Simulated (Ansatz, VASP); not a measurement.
## One calculation of TaAs, two programs

```
Ta As
1.0
    -1.73199    1.73199    5.86649
     1.73199   -1.73199    5.86649
     1.73199    1.73199   -5.86649
Ta As
2 2
Cartesian
  1.7320 0.0000 5.8686
  0.0000 0.0000 8.8019
  1.7320 0.0000 0.9670
  0.0000 0.0000 3.9002
```

Alike in both runs: task electric field gradients; functional PBE; k mesh 18 × 18 × 18; occupations fermi-dirac, width 0.15 eV; no spin polarisation.

```csv
,VASP,Ansatz
version,VASP 6.6.1,Ansatz 0.2.0
potentials or method,"VASP PAW PBE potentials, release 64 (Ta_pv, As), cutoff 400 eV","scalar-relativistic, plane waves, PAW"
valence electrons in the cell,32,56
```

Ansatz gave:

| Quantity | Value |
| --- | --- |
| gap on the k mesh at the Fermi level (eV) | none |
| pressure (GPa) | 0.0 |
| traceless stress, the component that is largest in VASP (GPa) | 0.00 |
| size of Vzz on the site where it differs most (V/Å²) | 33.5 |

Problem. Which values does VASP return?

Solution. gap on the k mesh at the Fermi level (eV): none; pressure (GPa): 0.4; traceless stress, the component that is largest in VASP (GPa): -0.07; size of Vzz on the site where it differs most (V/Å²): 17.6.

A gap of «none» marks a metal or a gap that the smearing closes. One of these differences is far larger than is usual between the two programs; its cause wasn't traced. The functional is the same, so the differences come from potentials, cutoffs and numerics. VASP's potentials hold 32 valence electrons a cell and Ansatz's 56, so a difference there can come from the potentials and not from the codes.

Neither program's run includes spin-orbit coupling.
